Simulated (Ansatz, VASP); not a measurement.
BN: VASP beside Ansatz

File INCAR:

```
SYSTEM = BN
PREC = Accurate ; ENCUT = 600
EDIFF = 1E-7 ; ISMEAR = 0
SIGMA = 0.02 ; LREAL = .False.
LASPH = .True. ; NELM = 120
ALGO = Normal ; ISIF = 3
LWAVE = .False. ; LCHARG = .False.
GGA = PE ; IVDW = 12
IBRION = 2 ; NSW = 70
EDIFFG = -0.02 ; GGA_COMPAT = .False.
NELMIN = 4
```

KPOINTS

```
Automatic mesh
0
Gamma
  12 12 12
  0 0 0
```

Contents of POSCAR:

```
BN
1.0
    0.0000000000      1.8121622641      1.8121622641
    1.8121622641      0.0000000000      1.8121622641
    1.8121622641      1.8121622641      0.0000000000
B N
1 1
Direct
    0.0000000000      0.0000000000      0.0000000000
    0.7500000000      0.7500000000      0.7500000000
```

Input for Ansatz:

```yaml
crystal:
  lattice:
    - [0.0, 1.8121622641, 1.8121622641]
    - [1.8121622641, 0.0, 1.8121622641]
    - [1.8121622641, 1.8121622641, 0.0]
  atoms:
    - { symbol: B, position: [0.0, 0.0, 0.0] }
    - { symbol: "N", position: [0.75, 0.75, 0.75] }
basis:
  ecutwfc: 420
kpoints:
  mp_grid: { grid: [12, 12, 12] }
hamiltonian:
  xc: pbe
  dispersion: d3bj
scf:
  occupations: { method: gaussian, width: 0.02 }
output:
  forces: true
  stress: true
  eigenvalues: true
relax:
  adjacent_minimum: "off"
  f_tol: 0.02
  max_steps: 50
  cell: { stress_tol: 0.1 }
```

Alike in both runs: task relaxation of cell and atoms; functional PBE; dispersion D3(BJ); k mesh 12 × 12 × 12; occupations gaussian, width 0.02 eV; no spin polarisation.

|  | VASP | Ansatz |
| --- | --- | --- |
| version | VASP 6.6.1 | Ansatz 0.2.0 |
| potentials or method | VASP PAW PBE potentials, release 64 (B, N), cutoff 600 eV | scalar-relativistic, plane waves, PAW |
| valence electrons in the cell | 8 | 8 |

```csv
,VASP,Ansatz,Ansatz less VASP
"gap on the k mesh at the Fermi level, each at its own relaxed structure (eV)",4.47,4.48,+0.012
relaxed volume (Å³/atom),5.86,5.86,0.000
relaxed cell length with the largest relative difference (Å),2.550,2.550,0.0000
```
